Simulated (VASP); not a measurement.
# AlN (P6_3mc) in VASP: notebook, part 2 of 2

VASP 6.6.1.

### 4 Single point, LDA

This run uses another cell than the first one, of 10.49 Å³/atom.

INCAR

```
ALGO     = Normal         # electronic algorithm
EDIFF    = 1E-6           # SCF threshold, eV
ENCUT    = 520            # plane-wave cutoff, eV
ISIF     = 2              # what is computed and relaxed
ISMEAR   = 0              # smearing method
LASPH    = True           # aspherical terms in the spheres
LCHARG   = False          # write CHGCAR
LREAL    = False          # projectors in reciprocal space
LWAVE    = False          # write WAVECAR
NBANDS   = 16             # bands
NELM     = 100            # most SCF steps
PREC     = Accurate       # precision mode
SIGMA    = 0.01           # smearing width, eV
```

KPOINTS

```
k-points
0
Gamma
  9 9 6
```

POSCAR

```
AlN
1.0
    3.1192260000      0.0000000000      0.0000000000
   -1.5596130000      2.7013289562      0.0000000000
    0.0000000000      0.0000000000      4.9810000000
Al N
2 2
Direct
    0.3333333333      0.6666666667     -0.0010973988
    0.6666666667      0.3333333333      0.4989026012
    0.3333333333      0.6666666667      0.3810973988
    0.6666666667      0.3333333333      0.8810973988
```

Potentials or basis: VASP PAW LDA potentials, release 64 (Al, N).

Command:

```sh
> cat potpaw_LDA.64/Al/POTCAR potpaw_LDA.64/N/POTCAR > POTCAR
> mpirun -np 1 vasp_std > vasp.out
```

OUTCAR:

```text
EDIFF = 1E-6
   ENCUT = 520
   ISIF = 2
   ISMEAR = 0
   LASPH = True
   LREAL = False
   NELM = 100
   PREC = Accurate

 ion  position               nearest neighbor table
   1  0.333  0.667  0.999-   4 1.89   4 1.89   4 1.89   3 1.90   2 3.07   2 3.07   2 3.07   2 3.07
                             2 3.07   2 3.07
   2  0.667  0.333  0.499-   3 1.89   3 1.89   3 1.89   4 1.90   1 3.07   1 3.07   1 3.07   1 3.07
                             1 3.07   1 3.07
   3  0.333  0.667  0.381-   2 1.89   2 1.89   2 1.89   1 1.90
   4  0.667  0.333  0.881-   1 1.89   1 1.89   1 1.89   2 1.90

  LATTYP: Found a hexagonal cell.
 ALAT       =     3.1192260000
 C/A-ratio  =     1.5968705057

  Lattice vectors:

 A1 = (   3.1192260000,   0.0000000000,   0.0000000000)
 A2 = (  -1.5596130000,   2.7013289562,   0.0000000000)
 A3 = (   0.0000000000,   0.0000000000,   4.9810000000)

Analysis of symmetry for initial positions (statically):
=====================================================================
 Subroutine PRICEL returns:
[... 180 lines left out ...]
 val. band max:        5.8608831167   @ k =   0.0000   0.0000   0.0000
 cond. band min:      10.0332812955   @ k =   0.0000   0.0000   0.0000
 fundamental gap:      4.1723981787
 Fermi energy:         5.9192595219

 k-point     1 :       0.0000    0.0000    0.0000
  band No.  band energies     occupation
      1      -9.1567      2.00000
      2      -6.9397      2.00000
      3      -0.1724      2.00000
      4       4.9627      2.00000
      5       4.9627      2.00000
      6       5.6244      2.00000
[... 433 lines left out ...]
      3       1.1031      2.00000
      4       1.6377      2.00000
      5       1.6377      2.00000
      6       3.1394      2.00000
[... 8 lines left out ...]
     15      18.6898      0.00000
     16      20.6281      0.00000

 [... further k-points ...]

------------------------ aborting loop because EDIFF is reached ----------------------------------------

  FORCE on cell =-STRESS in cart. coord.  units (eV):
  Direction    XX          YY          ZZ          XY          YZ          ZX
  --------------------------------------------------------------------------------------
  -------------------------------------------------------------------------------------
  Total       -1.3935965     -1.3935965     -1.1071191      0.0000000      0.0000000     -0.0000000
  in kB      -53.1994038    -53.1994038    -42.2633641      0.0000000      0.0000000     -0.0000000
  external PRESSURE =     -49.5540573 kB  Pullay stress =       0.0000000 kB

 VOLUME and BASIS-vectors are now :
 -----------------------------------------------------------------------------
  energy-cutoff  :      520.00
  volume of cell :       41.97
      direct lattice vectors                 reciprocal lattice vectors
     3.119226000  0.000000000  0.000000000     0.320592352  0.185094081  0.000000000
    -1.559613000  2.701328956  0.000000000     0.000000000  0.370188162  0.000000000
     0.000000000  0.000000000  4.981000000     0.000000000  0.000000000  0.200762899

 POSITION                                       TOTAL-FORCE (eV/Angst)
 -----------------------------------------------------------------------------------
     -0.00000      1.80089      4.97553         0.000000      0.000000     -0.000795
      1.55961      0.90044      2.48503        -0.000000      0.000000     -0.000795
     -0.00000      1.80089      1.89825        -0.000000      0.000000      0.000795
      1.55961      0.90044      4.38875         0.000000      0.000000      0.000795
 -----------------------------------------------------------------------------------
    total drift:                               -0.000000      0.000000      0.000412

  FREE ENERGIE OF THE ION-ELECTRON SYSTEM (eV)
  ---------------------------------------------------
  free  energy   TOTEN  =       -32.8259312817 eV

  energy  without entropy=      -32.8259312817  energy(sigma->0) =      -32.82593128
```

stdout:

```text
POSCAR found type information on POSCAR AlN
 POSCAR found :  2 types and       4 ions
 scaLAPACK will be used
 LDA part: xc-table for (Slater(with rela. corr.)+CA(PZ))
 , standard interpolation
 POSCAR, INCAR and KPOINTS ok, starting setup
 FFT: planning ... GRIDC
 FFT: planning ... GRID_SOFT
 FFT: planning ... GRID
 WAVECAR not read
 entering main loop
```

It took 7.9 s on 1 thread of Intel Xeon 6975P-C (Granite Rapids), shared host; peak memory 0.14 GiB.

What came out:

```yaml
Free_energy: -32.8259 eV
Pressure: -5.0 GPa
Band_gap_on_the_k_mesh: 4.17 eV
```

Caveat: the cell stands under tension. A k mesh can miss the band edges.

### 5 Single point, LDA

INCAR

```
PREC = Accurate
ENCUT = 520
EDIFF = 1E-6
ISMEAR = 0
SIGMA = 0.01
LREAL = False
LASPH = True
NELM = 100
ALGO = Normal
ISIF = 2
LWAVE = False
LCHARG = False
GGA = CA
NBANDS = 16
```

KPOINTS

```
Automatic mesh
0
Gamma
  9 9 6
```

POSCAR

```
AlN
1.0
    3.1130000000      0.0000000000      0.0000000000
   -1.5565000000      2.6959370820      0.0000000000
    0.0000000000      0.0000000000      4.9710380000
Al N
2 2
Direct
    0.3333333333      0.6666666667     -0.0011213075
    0.6666666667      0.3333333333      0.4988786925
    0.3333333333      0.6666666667      0.3811213075
    0.6666666667      0.3333333333      0.8811213075
```

Potentials or basis: VASP PAW LDA potentials, release 64 (Al, N).

Command:

```sh
> cat potpaw_LDA.64/Al/POTCAR potpaw_LDA.64/N/POTCAR > POTCAR
> mpirun -np 1 vasp_std > vasp.out
```

OUTCAR:

```text
PREC = Accurate
   ENCUT = 520
   EDIFF = 1E-6
   ISMEAR = 0
   LREAL = False
   LASPH = True
   NELM = 100
   ISIF = 2
   GGA = CA

 ion  position               nearest neighbor table
   1  0.333  0.667  0.999-   4 1.89   4 1.89   4 1.89   3 1.90   2 3.07   2 3.07   2 3.07   2 3.07
                             2 3.07   2 3.07
   2  0.667  0.333  0.499-   3 1.89   3 1.89   3 1.89   4 1.90   1 3.07   1 3.07   1 3.07   1 3.07
                             1 3.07   1 3.07
   3  0.333  0.667  0.381-   2 1.89   2 1.89   2 1.89   1 1.90
   4  0.667  0.333  0.881-   1 1.89   1 1.89   1 1.89   2 1.90

  LATTYP: Found a hexagonal cell.
 ALAT       =     3.1130000000
 C/A-ratio  =     1.5968641182

  Lattice vectors:

 A1 = (   3.1130000000,   0.0000000000,   0.0000000000)
 A2 = (  -1.5565000000,   2.6959370820,   0.0000000000)
 A3 = (   0.0000000000,   0.0000000000,   4.9710380000)

Analysis of symmetry for initial positions (statically):
=====================================================================
 Subroutine PRICEL returns:
 Original cell was already a primitive cell.

[... 179 lines left out ...]
 cond. band min:      10.1440999029   @ k =   0.0000   0.0000   0.0000
 fundamental gap:      4.2245711831
 Fermi energy:         5.9791913335

 k-point     1 :       0.0000    0.0000    0.0000
  band No.  band energies     occupation
      1      -9.1353      2.00000
      2      -6.8994      2.00000
      3      -0.1415      2.00000
      4       5.0173      2.00000
      5       5.0173      2.00000
      6       5.6804      2.00000
[... 433 lines left out ...]
      3       1.1346      2.00000
      4       1.6840      2.00000
      5       1.6840      2.00000
      6       3.1818      2.00000
[... 8 lines left out ...]
     15      18.7861      0.00000
     16      20.7667      0.00000

 [... further k-points ...]

------------------------ aborting loop because EDIFF is reached ----------------------------------------

  FORCE on cell =-STRESS in cart. coord.  units (eV):
  Direction    XX          YY          ZZ          XY          YZ          ZX
  --------------------------------------------------------------------------------------
  -------------------------------------------------------------------------------------
  Total       -1.0726294     -1.0726294     -0.8139426      0.0000000     -0.0000000      0.0000000
  in kB      -41.1930858    -41.1930858    -31.2585194      0.0000000     -0.0000000      0.0000000
  external PRESSURE =     -37.8815637 kB  Pullay stress =       0.0000000 kB

 VOLUME and BASIS-vectors are now :
 -----------------------------------------------------------------------------
  energy-cutoff  :      520.00
  volume of cell :       41.72
      direct lattice vectors                 reciprocal lattice vectors
     3.113000000  0.000000000  0.000000000     0.321233537  0.185464269  0.000000000
    -1.556500000  2.695937082  0.000000000     0.000000000  0.370928538  0.000000000
     0.000000000  0.000000000  4.971038000     0.000000000  0.000000000  0.201165229

 POSITION                                       TOTAL-FORCE (eV/Angst)
 -----------------------------------------------------------------------------------
     -0.00000      1.79729      4.96546         0.000000     -0.000000     -0.000860
      1.55650      0.89865      2.47994         0.000000     -0.000000     -0.000860
     -0.00000      1.79729      1.89457         0.000000     -0.000000      0.000860
      1.55650      0.89865      4.38009        -0.000000      0.000000      0.000860
 -----------------------------------------------------------------------------------
    total drift:                               -0.000000      0.000000      0.000471

  FREE ENERGIE OF THE ION-ELECTRON SYSTEM (eV)
  ---------------------------------------------------
  free  energy   TOTEN  =       -32.8325803177 eV

  energy  without entropy=      -32.8325803177  energy(sigma->0) =      -32.83258032
```

OSZICAR:

```text
N       E                     dE             d eps       ncg     rms          rms(c)
DAV:   1     0.375399991001E+02    0.37540E+02   -0.74778E+03  1544   0.900E+02
DAV:   2    -0.346230032918E+02   -0.72163E+02   -0.66961E+02  2184   0.179E+02
DAV:   3    -0.378675383923E+02   -0.32445E+01   -0.32352E+01  1848   0.383E+01
DAV:   4    -0.378840395891E+02   -0.16501E-01   -0.16500E-01  1976   0.330E+00
DAV:   5    -0.378842021501E+02   -0.16256E-03   -0.16256E-03  1816   0.320E-01    0.122E+01
DAV:   6    -0.329465262411E+02    0.49377E+01   -0.11427E+01  1600   0.239E+01    0.433E+00
DAV:   7    -0.328939735682E+02    0.52553E-01   -0.49826E-01  1864   0.465E+00    0.281E+00
DAV:   8    -0.328352270626E+02    0.58747E-01   -0.70395E-02  1600   0.223E+00    0.348E-01
DAV:   9    -0.328324764183E+02    0.27506E-02   -0.56568E-03  1888   0.538E-01    0.222E-01
DAV:  10    -0.328326304344E+02   -0.15402E-03   -0.57920E-04  1728   0.152E-01    0.115E-01
DAV:  11    -0.328325807229E+02    0.49711E-04   -0.86205E-05  1816   0.686E-02    0.204E-02
DAV:  12    -0.328325803177E+02    0.40523E-06   -0.14710E-06  1576   0.927E-03
   1 F= -.32832580E+02 E0= -.32832580E+02  d E =-.403202E-20
```

Run time: 7.9 s. Hardware: 1 thread of Intel Xeon 6975P-C (Granite Rapids), shared host; peak memory 0.15 GiB.

Results:

* Free energy: -32.8326 eV
* Pressure: -3.8 GPa
* Band gap on the k mesh: 4.22 eV

Caveat: the cell stands under tension. A k mesh can miss the band edges.

### 6 Single point, LDA

This run uses another cell than the first one, of 10.47 Å³/atom.

INCAR

```
ALGO = Normal ; EDIFF = 1E-6
ENCUT = 520 ; ISIF = 2
ISMEAR = 0 ; LASPH = T
LCHARG = F ; LREAL = F
LWAVE = F ; NBANDS = 16
NELM = 80 ; PREC = Accurate
SIGMA = 0.01
```

KPOINTS

```
k-points
0
Gamma
  9 9 6
```

POSCAR

```
AlN
1.0
    3.1130000000      0.0000000000      0.0000000000
   -1.5565000000      2.6959370820      0.0000000000
    0.0000000000      0.0000000000      4.9909620000
Al N
2 2
Direct
    0.3333333333      0.6666666667     -0.0007480699
    0.6666666667      0.3333333333      0.4992519301
    0.3333333333      0.6666666667      0.3807480699
    0.6666666667      0.3333333333      0.8807480699
```

Potentials or basis: VASP PAW LDA potentials, release 64 (Al, N).

Command:

```sh
> cat potpaw_LDA.64/Al/POTCAR potpaw_LDA.64/N/POTCAR > POTCAR
> mpirun -np 1 vasp_std > vasp.out
```

Wall time 8 s (1 thread of Intel Xeon 6975P-C (Granite Rapids), shared host); peak memory 0.15 GiB.

It converged, with:

| Quantity | Value |
| --- | --- |
| Free energy | -32.8287 eV |
| Pressure | -4.5 GPa |
| Band gap on the k mesh | 4.21 eV |

Levels at points of the mesh, in eV from the valence-band top:
| k point | band 6 | band 7 | band 8 | band 9 | band 10 | band 11 |
| --- | --- | --- | --- | --- | --- | --- |
| (0.00, 0.00, 0.00) | -0.20 | -0.20 | 0.00 | 4.21 | 6.54 | 10.45 |
| (0.00, 0.00, 0.50) | -0.54 | -0.54 | -0.54 | 6.40 | 6.40 | 10.12 |

Caveat: the cell stands under tension. LDA gaps usually lie below the measured ones, often by a third to a half.

### 7 The runs side by side

| cell | gap on the mesh (eV) | pressure (GPa) |
| --- | --- | --- |
| a = 3.113, b = 3.113, c = 4.981 Å, angles 90.0, 90.0, 120.0°, 4 atoms, atomic positions A | 4.22 | -4.2 |
| a = 3.107, b = 3.107, c = 4.981 Å, angles 90.0, 90.0, 120.0°, 4 atoms, atomic positions B | 4.26 | -3.3 |
| a = 3.119, b = 3.119, c = 4.981 Å, angles 90.0, 90.0, 120.0°, 4 atoms, atomic positions C | 4.17 | -5.0 |
| a = 3.113, b = 3.113, c = 4.971 Å, angles 90.0, 90.0, 120.0°, 4 atoms, atomic positions C | 4.22 | -3.8 |
| a = 3.113, b = 3.113, c = 4.991 Å, angles 90.0, 90.0, 120.0°, 4 atoms, atomic positions B | 4.21 | -4.5 |

Alike in all rows: task single point; level LDA; potentials or basis VASP PAW LDA potentials, release 64 (Al, N); no spin polarisation; k mesh 9 × 9 × 6; cutoff (eV) 520; smearing gaussian 0.01 eV.

Caveats: the cell stands under tension.

Absolute energies hang on the potentials; compare differences alone.
